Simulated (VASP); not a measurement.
# CsH (Fm-3m) in VASP: a series of runs

Runs on CsH. Level: r2SCAN. Tasks: single point.

Everything below comes from runs of VASP 6.6.1. Logs are shortened: lines on timing, memory, paths and dates and some standing lists are left out, and cuts for length are marked.

### Step 1. The cell of the first run

It takes space group Fm-3m (No. 225, cubic). The conventional cell has a = 6.376 Å, b = 6.376 Å, c = 6.376 Å, α = 90.00°, β = 90.00°, γ = 90.00°. Cs (site symmetry m-3m) has 6 H at 3.19 Å within 4.2 Å. H (site symmetry m-3m) has 6 Cs at 3.19 Å within 4.2 Å.

### Step 2. Single point, r2SCAN

Input file POSCAR:

```
CsH
1.0
    0.0000000000      3.1880000000      3.1880000000
    3.1880000000      0.0000000000      3.1880000000
    3.1880000000      3.1880000000      0.0000000000
Cs H
1 1
Direct
    0.0000000000      0.0000000000      0.0000000000
    0.5000000000      0.5000000000      0.5000000000
```

Input file INCAR.step1:

```
SYSTEM = CsH
ALGO = Normal
EDIFF = 1E-4
ENCUT = 520
GGA = PE
ISMEAR = 0
LASPH = .TRUE.
LCHARG = .FALSE.
LREAL = .FALSE.
LWAVE = .TRUE.
NBANDS = 12
NELM = 100
PREC = Accurate
SIGMA = 0.05
```

Input file INCAR.step2:

```
SYSTEM = CsH
ALGO = Normal
EDIFF = 1E-6
ENCUT = 520
ISIF = 2
ISMEAR = 0
ISTART = 1
LASPH = .TRUE.
LCHARG = .FALSE.
LMIXTAU = .TRUE.
LREAL = .FALSE.
LWAVE = .FALSE.
METAGGA = R2SCAN
NBANDS = 12
NELM = 100
PREC = Accurate
SIGMA = 0.05
```

Input file KPOINTS:

```
k-points
0
G
  6 6 6
  0 0 0
```

Potentials or basis: VASP PAW PBE potentials, release 64 (Cs_sv, H).

Command:

```
$ cat potpaw_PBE.64/Cs_sv/POTCAR potpaw_PBE.64/H/POTCAR > POTCAR
$ cp INCAR.step1 INCAR
$ mpirun -np 1 vasp_std > vasp.out
$ cp INCAR.step2 INCAR
$ mpirun -np 1 vasp_std > vasp.out
```

OUTCAR:

```text
SYSTEM = CsH
   EDIFF = 1E-6
   ENCUT = 520
   ISIF = 2
   ISMEAR = 0
   ISTART = 1
   LASPH = .TRUE.
   LREAL = .FALSE.
   METAGGA = R2SCAN
   NELM = 100
   PREC = Accurate

 ion  position               nearest neighbor table
   1  0.000  0.000  0.000-
   2  0.500  0.500  0.500-

  LATTYP: Found a face centered cubic cell.
 ALAT       =     6.3760000000

  Lattice vectors:

 A1 = (   0.0000000000,   3.1880000000,   3.1880000000)
 A2 = (   3.1880000000,   0.0000000000,   3.1880000000)
 A3 = (   3.1880000000,   3.1880000000,   0.0000000000)

Analysis of symmetry for initial positions (statically):
=====================================================================
 Subroutine PRICEL returns:
 Original cell was already a primitive cell.

 Routine SETGRP: Setting up the symmetry group for a
 face centered cubic supercell.

 Subroutine GETGRP returns: Found 48 space group operations
 (whereof 48 operations were pure point group operations)
 out of a pool of 48 trial point group operations.

The static configuration has the point symmetry O_h .

Analysis of symmetry for dynamics (positions and initial velocities):
=====================================================================
 Subroutine PRICEL returns:
 Original cell was already a primitive cell.

 Routine SETGRP: Setting up the symmetry group for a
 face centered cubic supercell.

 Subroutine GETGRP returns: Found 48 space group operations
 (whereof 48 operations were pure point group operations)
 out of a pool of 48 trial point group operations.

The dynamic configuration has the point symmetry O_h .

 Subroutine INISYM returns: Found 48 space group operations
 (whereof 48 operations are pure point group operations),
 and found     1 'primitive' translations

----------------------------------------------------------------------------------------

                                     Primitive cell

  volume of cell :      64.8015

  direct lattice vectors                    reciprocal lattice vectors
     0.000000000  3.188000000  3.188000000    -0.156838143  0.156838143  0.156838143
     3.188000000  0.000000000  3.188000000     0.156838143 -0.156838143  0.156838143
     3.188000000  3.188000000  0.000000000     0.156838143  0.156838143 -0.156838143

  length of vectors
     4.508512837  4.508512837  4.508512837     0.271651632  0.271651632  0.271651632

  position of ions in fractional coordinates (direct lattice)
     0.000000000  0.000000000  0.000000000
     0.500000000  0.500000000  0.500000000

  ion indices of the primitive-cell ions
   primitive index   ion index
                 1           1
                 2           2

----------------------------------------------------------------------------------------

 KPOINTS: k-points

Automatic generation of k-mesh.
 Grid dimensions read from file:
 generate k-points for:    6    6    6

 Generating k-lattice:

  Cartesian coordinates                     Fractional coordinates (reciprocal lattice)
    -0.026139691  0.026139691  0.026139691     0.166666667  0.000000000  0.000000000
     0.026139691 -0.026139691  0.026139691     0.000000000  0.166666667  0.000000000
     0.026139691  0.026139691 -0.026139691     0.000000000  0.000000000  0.166666667

  Length of vectors
     0.045275272  0.045275272  0.045275272

  Shift w.r.t. Gamma in fractional coordinates (k-lattice)
     0.000000000  0.000000000  0.000000000

 Subroutine IBZKPT returns following result:
 ===========================================

 Found     16 irreducible k-points:

 Following reciprocal coordinates:
            Coordinates               Weight
  0.000000  0.000000  0.000000      1.000000
  0.166667  0.000000  0.000000      8.000000
  0.333333  0.000000  0.000000      8.000000
  0.500000  0.000000  0.000000      4.000000
  0.166667  0.166667  0.000000      6.000000
  0.333333  0.166667  0.000000     24.000000
[... 8 lines left out ...]
 -0.333333  0.333333  0.166667     24.000000
 -0.333333  0.500000  0.166667     12.000000
   k-points           NKPTS =     16   k-points in BZ     NKDIM =     16   number of bands    NBANDS=     12
   number of dos      NEDOS =    301   number of ions     NIONS =      2
   total plane-waves  NPLWV =  46656
   dimension x,y,z NGX =    36 NGY =   36 NGZ =   36
   dimension x,y,z NGXF=    72 NGYF=   72 NGZF=   72
   ions per type =               1   1
   NGX,Y,Z   is equivalent  to a cutoff of  13.27, 13.27, 13.27 a.u.
   NGXF,Y,Z  is equivalent  to a cutoff of  26.55, 26.55, 26.55 a.u.
 SYSTEM =  CsH
   PREC   = accura    normal or accurate (medium, high low for compatibility)
   ISTART =      1    job   : 0-new  1-cont  2-samecut
   ICHARG =      0    charge: 1-file 2-atom 10-const
   ISPIN  =      1    spin polarized calculation?
   LNONCOLLINEAR =      F non collinear calculations
   LSORBIT =      F    spin-orbit coupling
   LASPH  =      T    aspherical Exc in radial PAW
   ENCUT  =  520.0 eV  38.22 Ry    6.18 a.u.   8.38  8.38  8.38*2*pi/ulx,y,z
   NELM   =    100;   NELMIN=  2; NELMDL=  0     # of ELM steps
   EDIFF  = 0.1E-05   stopping-criterion for ELM
   LREAL  =      F    real-space projection
   EDIFFG = 0.1E-04   stopping-criterion for IOM
   NSW    =      0    number of steps for IOM
   IBRION =     -1    ionic relax: 0-MD 1-quasi-New 2-CG
   NFREE  =      0    steps in history (QN), initial steepest desc. (CG)
   ISIF   =      2    stress and relaxation
   ISYM   =      2    0-nonsym 1-usesym 2-fastsym
   POTIM  = 0.5000    time-step for ionic-motion
   TEBEG  =    0.0;   TEEND  =   0.0 temperature during run
   PSTRESS=    0.0 pullay stress
   NELECT =      10.0000    total number of electrons
   NUPDOWN=      -1.0000    fix difference up-down
   EMIN   =  10.00;   EMAX   =-10.00  energy-range for DOS
   EFERMI =   0.00;   METHOD = LEGACY
   ISMEAR =     0;   SIGMA  =   0.05  broadening in eV -4-tet -1-fermi 0-gaus
   EFERMI_NEDOS =   21; number of points for ismear=-14 and -15
   IALGO  =     38    algorithm
   IMIX   =      4    mixing-type and parameters
     AMIX     =   0.40;   BMIX     =  1.00
     AMIX_MAG =   1.60;   BMIX_MAG =  1.00
  volume/ion in A,a.u.               =      32.40       218.65
  Fermi-wavevector in a.u.,A,eV,Ry     =   0.878105  1.659378 10.491026  0.771069
  Thomas-Fermi vector in A             =   1.998146
   LORBIT       =      0    0 simple, 1 ext, 2 COOP (PROOUT), +10 PAW based schemes
   METAGGA = R2SCAN    functional components
   LHFCALC =     F    Hartree Fock is set to
   AEXX    =    0.0000 exact exchange contribution
   IVDW    =     0    specifies the selected vdW correction
   LEPSILON=     F    determine dielectric tensor
   LRPA    =     F    only Hartree local field effects (RPA)
 non-spin polarized calculation
 Gauss-broadening in eV      SIGMA  =   0.05
  energy-cutoff  :      520.00
  volume of cell :       64.80
 maximum number of plane-waves:      1807
 NGX is ok and might be reduce to    36
   NGX = 17   NGY = 17   NGZ = 17

 number of electron       9.9999999 magnetization

 Free energy of the ion-electron system (eV)
  ---------------------------------------------------
  ext. energy  EPLUGINS =         0.00000000
  ---------------------------------------------------
  free energy    TOTEN  =       -28.98875883 eV

  energy without entropy =      -28.98875883  energy(sigma->0) =      -28.98875883

 E-fermi :   0.1063     XC(G=0):  -7.5575

 val. band max:       -0.1126606410   @ k =   0.5000   0.0000   0.0000
 cond. band min:       2.5502840615   @ k =   0.5000   0.0000   0.0000
 fundamental gap:      2.6629447025
 Fermi energy:         0.1063155306

 k-point     1 :       0.0000    0.0000    0.0000
  band No.  band energies     occupation
      1     -22.1859      2.00000
      2      -8.2711      2.00000
      3      -8.2711      2.00000
      4      -8.2711      2.00000
      5      -1.7625      2.00000
      6       5.5768      0.00000
      7       5.5768      0.00000
      8       5.5768      0.00000
      9       6.2225      0.00000
     10       7.4859      0.00000
     11       7.4859      0.00000
     12       9.1221      0.00000

 k-point     2 :       0.1667    0.0000    0.0000
  band No.  band energies     occupation
      1     -22.1658      2.00000
      2      -8.5048      2.00000
      3      -8.2946      2.00000
      4      -8.2946      2.00000
      5      -1.3692      2.00000
      6       4.6659      0.00000
      7       5.7314      0.00000
      8       5.7314      0.00000
      9       6.0797      0.00000
     10       7.0420      0.00000
     11       7.0420      0.00000
     12      10.2830      0.00000

 k-point     3 :       0.3333    0.0000    0.0000
  band No.  band energies     occupation
      1     -22.1253      2.00000
      2      -8.9202      2.00000
      3      -8.3406      2.00000
      4      -8.3406      2.00000
      5      -0.5706      2.00000
      6       3.2223      0.00000
      7       5.3948      0.00000
      8       5.3948      0.00000
      9       6.7126      0.00000
     10       7.7394      0.00000
     11       7.7394      0.00000
     12      12.0681      0.00000
[... 166 lines left out ...]
 k-point    15 :      -0.3333    0.3333    0.1667
  band No.  band energies     occupation
      1     -22.0852      2.00000
      2      -8.8973      2.00000
      3      -8.6721      2.00000
      4      -8.4864      2.00000
      5      -0.6754      2.00000
      6       3.8016      0.00000
      7       4.6299      0.00000
      8       5.9947      0.00000
      9       8.0168      0.00000
     10       8.2054      0.00000
     11       9.6508      0.00000
     12       9.9184      0.00000

 k-point    16 :      -0.3333    0.5000    0.1667
  band No.  band energies     occupation
      1     -22.0788      2.00000
      2      -8.8756      2.00000
      3      -8.6568      2.00000
      4      -8.5746      2.00000
      5      -0.9539      2.00000
      6       3.8924      0.00000
      7       5.1077      0.00000
      8       6.1233      0.00000
      9       8.7912      0.00000
     10       9.2199      0.00000
     11       9.2660      0.00000
     12       9.5867      0.00000

------------------------ aborting loop because EDIFF is reached ----------------------------------------

  FORCE on cell =-STRESS in cart. coord.  units (eV):
  Direction    XX          YY          ZZ          XY          YZ          ZX
  --------------------------------------------------------------------------------------
  -------------------------------------------------------------------------------------
  Total        0.0185707      0.0185707      0.0185707      0.0000000     -0.0000000      0.0000000
  in kB        0.4591495      0.4591495      0.4591495      0.0000000     -0.0000000      0.0000000
  external PRESSURE =       0.4591495 kB  Pullay stress =       0.0000000 kB

 VOLUME and BASIS-vectors are now :
 -----------------------------------------------------------------------------
  energy-cutoff  :      520.00
  volume of cell :       64.80
      direct lattice vectors                 reciprocal lattice vectors
     0.000000000  3.188000000  3.188000000    -0.156838143  0.156838143  0.156838143
     3.188000000  0.000000000  3.188000000     0.156838143 -0.156838143  0.156838143
     3.188000000  3.188000000  0.000000000     0.156838143  0.156838143 -0.156838143

 POSITION                                       TOTAL-FORCE (eV/Angst)
 -----------------------------------------------------------------------------------
      0.00000      0.00000      0.00000        -0.000000      0.000000      0.000000
      3.18800      3.18800      3.18800         0.000000     -0.000000     -0.000000
 -----------------------------------------------------------------------------------
    total drift:                               -0.000000      0.000000      0.000000

  FREE ENERGIE OF THE ION-ELECTRON SYSTEM (eV)
  ---------------------------------------------------
  free  energy   TOTEN  =       -28.9887588256 eV

  energy  without entropy=      -28.9887588256  energy(sigma->0) =      -28.98875883
```

Run time: 2.4 min. Hardware: 1 thread of AMD EPYC 7R13, shared host; peak memory 0.18 GiB.

Results:

```yaml
Free_energy: -28.9888 eV
Pressure: 0.0 GPa
Band_gap_on_the_k_mesh: 2.66 eV
```

Caveat: the PAW data sets were made with another functional, which shifts forces and pressure a little; spin-orbit coupling is left out, which moves the levels of the heavy elements. r2SCAN opens gaps a little over a GGA but as a rule still falls short of measured ones.

### Step 3. Single point, r2SCAN

POSCAR is that of step 2.

Input file INCAR.step1:

```
SYSTEM = CsH
PREC = Accurate ; ENCUT = 520
ISMEAR = 0 ; SIGMA = 0.05
LREAL = .False. ; LASPH = .True.
NELM = 60 ; NBANDS = 12
GGA = PE ; ALGO = Normal
EDIFF = 1E-4 ; LWAVE = .True.
LCHARG = .False.
```

Input file INCAR.step2:

```
SYSTEM = CsH
PREC = Accurate ; ENCUT = 520
EDIFF = 1E-6 ; ISMEAR = 0
SIGMA = 0.05 ; LREAL = .False.
LASPH = .True. ; NELM = 60
ALGO = Normal ; ISIF = 2
LWAVE = .False. ; LCHARG = .True.
METAGGA = R2SCAN ; LMIXTAU = .True.
LELF = .True. ; LVHAR = .True.
NBANDS = 12 ; ISTART = 1
```

Input file KPOINTS:

```
regular mesh
0
Gamma
  8 8 8
  0 0 0
```

Potentials or basis: VASP PAW PBE potentials, release 64 (Cs_sv, H).

Command:

```
$ cat potpaw_PBE.64/Cs_sv/POTCAR potpaw_PBE.64/H/POTCAR > POTCAR
$ cp INCAR.step1 INCAR
$ mpirun -np 1 vasp_std > vasp.out
$ cp INCAR.step2 INCAR
$ mpirun -np 1 vasp_std > vasp.out
```

OUTCAR:

```text
SYSTEM = CsH
   PREC = Accurate
   ENCUT = 520
   EDIFF = 1E-6
   ISMEAR = 0
   LREAL = .False.
   LASPH = .True.
   NELM = 60
   ISIF = 2
   METAGGA = R2SCAN
   ISTART = 1

 ion  position               nearest neighbor table
   1  0.000  0.000  0.000-
   2  0.500  0.500  0.500-

  LATTYP: Found a face centered cubic cell.
 ALAT       =     6.3760000000

  Lattice vectors:

 A1 = (   0.0000000000,   3.1880000000,   3.1880000000)
 A2 = (   3.1880000000,   0.0000000000,   3.1880000000)
 A3 = (   3.1880000000,   3.1880000000,   0.0000000000)

Analysis of symmetry for initial positions (statically):
=====================================================================
 Subroutine PRICEL returns:
 Original cell was already a primitive cell.

 Routine SETGRP: Setting up the symmetry group for a
 face centered cubic supercell.

 Subroutine GETGRP returns: Found 48 space group operations
 (whereof 48 operations were pure point group operations)
 out of a pool of 48 trial point group operations.

The static configuration has the point symmetry O_h .

Analysis of symmetry for dynamics (positions and initial velocities):
=====================================================================
 Subroutine PRICEL returns:
 Original cell was already a primitive cell.

 Routine SETGRP: Setting up the symmetry group for a
 face centered cubic supercell.

 Subroutine GETGRP returns: Found 48 space group operations
 (whereof 48 operations were pure point group operations)
 out of a pool of 48 trial point group operations.

The dynamic configuration has the point symmetry O_h .

 Subroutine INISYM returns: Found 48 space group operations
 (whereof 48 operations are pure point group operations),
 and found     1 'primitive' translations

----------------------------------------------------------------------------------------

                                     Primitive cell

  volume of cell :      64.8015
[... 112 lines left out ...]
  Thomas-Fermi vector in A             =   1.998146
   LORBIT       =      0    0 simple, 1 ext, 2 COOP (PROOUT), +10 PAW based schemes
   METAGGA = R2SCAN    functional components
   LHFCALC =     F    Hartree Fock is set to
   AEXX    =    0.0000 exact exchange contribution
   IVDW    =     0    specifies the selected vdW correction
   LEPSILON=     F    determine dielectric tensor
   LRPA    =     F    only Hartree local field effects (RPA)
 non-spin polarized calculation
 Gauss-broadening in eV      SIGMA  =   0.05
  energy-cutoff  :      520.00
  volume of cell :       64.80
 maximum number of plane-waves:      1807
 NGX is ok and might be reduce to    36
   NGX = 17   NGY = 17   NGZ = 17

 number of electron       9.9999999 magnetization

 Free energy of the ion-electron system (eV)
  ---------------------------------------------------
  ext. energy  EPLUGINS =         0.00000000
  ---------------------------------------------------
  free energy    TOTEN  =       -28.98877244 eV

  energy without entropy =      -28.98877244  energy(sigma->0) =      -28.98877244

 E-fermi :   0.1871     XC(G=0):  -7.5575

 val. band max:       -0.1127287770   @ k =   0.5000   0.0000   0.0000
 cond. band min:       2.5502665791   @ k =   0.5000   0.0000   0.0000
 fundamental gap:      2.6629953561
 Fermi energy:         0.1871197309

 k-point     1 :       0.0000    0.0000    0.0000
  band No.  band energies     occupation
      1     -22.1859      2.00000
      2      -8.2711      2.00000
      3      -8.2711      2.00000
      4      -8.2711      2.00000
      5      -1.7625      2.00000
      6       5.5767      0.00000
      7       5.5767      0.00000
      8       5.5767      0.00000
      9       6.2225      0.00000
     10       7.4859      0.00000
     11       7.4859      0.00000
     12       9.1221      0.00000
[... 331 lines left out ...]
 k-point    24 :      -0.3750    0.2500    0.1250
  band No.  band energies     occupation
      1     -22.0917      2.00000
      2      -8.9808      2.00000
      3      -8.5727      2.00000
      4      -8.4323      2.00000
      5      -0.5008      2.00000
      6       3.3377      0.00000
      7       4.8113      0.00000
      8       5.7887      0.00000
      9       7.8734      0.00000
     10       8.0961      0.00000
     11       9.6532      0.00000
     12       9.8122      0.00000

 [... further k-points ...]
[... 5 lines left out ...]
  --------------------------------------------------------------------------------------
  -------------------------------------------------------------------------------------
  Total        0.0184178      0.0184178      0.0184178     -0.0000000      0.0000000      0.0000000
  in kB        0.4553701      0.4553701      0.4553701     -0.0000000      0.0000000      0.0000000
  external PRESSURE =       0.4553701 kB  Pullay stress =       0.0000000 kB

 VOLUME and BASIS-vectors are now :
 -----------------------------------------------------------------------------
  energy-cutoff  :      520.00
  volume of cell :       64.80
      direct lattice vectors                 reciprocal lattice vectors
     0.000000000  3.188000000  3.188000000    -0.156838143  0.156838143  0.156838143
     3.188000000  0.000000000  3.188000000     0.156838143 -0.156838143  0.156838143
     3.188000000  3.188000000  0.000000000     0.156838143  0.156838143 -0.156838143

 POSITION                                       TOTAL-FORCE (eV/Angst)
 -----------------------------------------------------------------------------------
      0.00000      0.00000      0.00000         0.000000     -0.000000      0.000000
      3.18800      3.18800      3.18800        -0.000000      0.000000     -0.000000
 -----------------------------------------------------------------------------------
    total drift:                               -0.000000      0.000000      0.000000

  FREE ENERGIE OF THE ION-ELECTRON SYSTEM (eV)
  ---------------------------------------------------
  free  energy   TOTEN  =       -28.9887724375 eV

  energy  without entropy=      -28.9887724375  energy(sigma->0) =      -28.98877244
```

Wall time 3.8 min (1 thread of AMD EPYC 7R13, shared host); peak memory 0.19 GiB.

Results:

```
Free energy            : -28.9888 eV
Pressure               : 0.0 GPa
Band gap on the k mesh : 2.66 eV
```

Caveat: the PAW data sets were made with another functional, which shifts forces and pressure a little; spin-orbit coupling is left out, which moves the levels of the heavy elements.
